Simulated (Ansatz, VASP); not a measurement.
# AgCl in VASP and in Ansatz

```xyz
2
Lattice="2.6947 2.6947 0.0000 -2.6947 2.6947 0.0000 0.0000 2.6947 2.6947" Properties=species:S:1:pos:R:3 pbc="T T T"
Ag    0.0000    0.0000    0.0000
Cl    0.0000    2.6947    0.0000
```

Alike in both runs: task single point; functional PBEsol; k mesh 8 × 8 × 8; non-collinear spin, spin-orbit coupling.

|  | VASP | Ansatz |
| --- | --- | --- |
| version | VASP 6.6.1 | Ansatz 0.2.0 |
| potentials or method | VASP PAW PBE potentials, release 64 (Ag, Cl), cutoff 520 eV | all-electron LAPW |
| occupations | gaussian, width 0.01 eV | fixed |

|  | VASP | Ansatz | Ansatz less VASP |
| --- | --- | --- | --- |
| pressure (GPa) | 1.8 | 2.0 | +0.11 |

VASP's potentials were made for PBE, not for PBEsol. Ansatz ran all-electron here, and VASP with PAW potentials.
